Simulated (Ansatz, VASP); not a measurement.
TePt2: VASP beside Ansatz

INCAR

```
SYSTEM = TePt2
ALGO = Normal ; EDIFF = 1E-7
EDIFFG = -0.04 ; ENCUT = 500
GGA = PE ; GGA_COMPAT = .FALSE.
IBRION = 2 ; ISIF = 3
ISMEAR = 0 ; LASPH = .TRUE.
LCHARG = .FALSE. ; LREAL = .FALSE.
LWAVE = .FALSE. ; NELM = 120
NELMIN = 4 ; NSW = 90
PREC = Accurate ; SIGMA = 0.1
```

Contents of KPOINTS:

```
k-points
0
G
  4 4 4
  0 0 0
```

POSCAR

```
TePt2
1.0
    5.2298408288      0.0000000000      0.0000000000
    0.0000000000      5.2298408288      0.0000000000
    0.0000000000      0.0000000000      5.2298408288
Te Pt
2 4
Direct
    0.0000000000      0.0000000000      0.0000000000
    0.5000000000      0.5000000000      0.5000000000
    0.2500000000      0.2500000000      0.2500000000
    0.2500000000      0.7500000000      0.7500000000
    0.7500000000      0.7500000000      0.2500000000
    0.7500000000      0.2500000000      0.7500000000
```

Input for Ansatz:

```yaml
crystal:
  lattice:
    - [5.2298408288, 0.0, 0.0]
    - [0.0, 5.2298408288, 0.0]
    - [0.0, 0.0, 5.2298408288]
  atoms:
    - { symbol: Te, position: [0.0, 0.0, 0.0] }
    - { symbol: Te, position: [0.5, 0.5, 0.5] }
    - { symbol: Pt, position: [0.25, 0.25, 0.25] }
    - { symbol: Pt, position: [0.25, 0.75, 0.75] }
    - { symbol: Pt, position: [0.75, 0.75, 0.25] }
    - { symbol: Pt, position: [0.75, 0.25, 0.75] }
basis:
  ecutwfc: 420
kpoints:
  mp_grid: { grid: [4, 4, 4] }
hamiltonian:
  xc: pbe
scf:
  occupations: { method: gaussian, width: 0.1 }
  lower_state_search: "off"
output:
  forces: true
  stress: true
  eigenvalues: true
relax:
  adjacent_minimum: "off"
  f_tol: 0.04
  max_steps: 70
  cell: { stress_tol: 0.4 }
```

Alike in both runs: task relaxation of cell and atoms; functional PBE; k mesh 4 × 4 × 4; occupations gaussian, width 0.1 eV; no spin polarisation.

```csv
,VASP,Ansatz
version,VASP 6.6.1,Ansatz 0.2.0
potentials or method,"VASP PAW PBE potentials, release 64 (Te, Pt), cutoff 500 eV","scalar-relativistic, plane waves, PAW"
valence electrons in the cell,52,104
```

```csv
,VASP,Ansatz,Ansatz less VASP
"gap on the k mesh at the Fermi level, each at its own relaxed structure (eV)",none,none,-
relaxed volume (Å³/atom),31.83,31.86,+0.028
relaxed length of the cell vector where the two differ most in proportion (Å),5.759,5.760,+0.0017
```

A gap of «none» marks a metal or a gap that the smearing closes. VASP's potentials hold 52 valence electrons a cell and Ansatz's 104, so a difference there can come from the potentials and not from the codes.

Neither program's run includes spin-orbit coupling. Noted on VASP's run: the volume moved by over 15 % at a fixed basis, so the end points are rough.
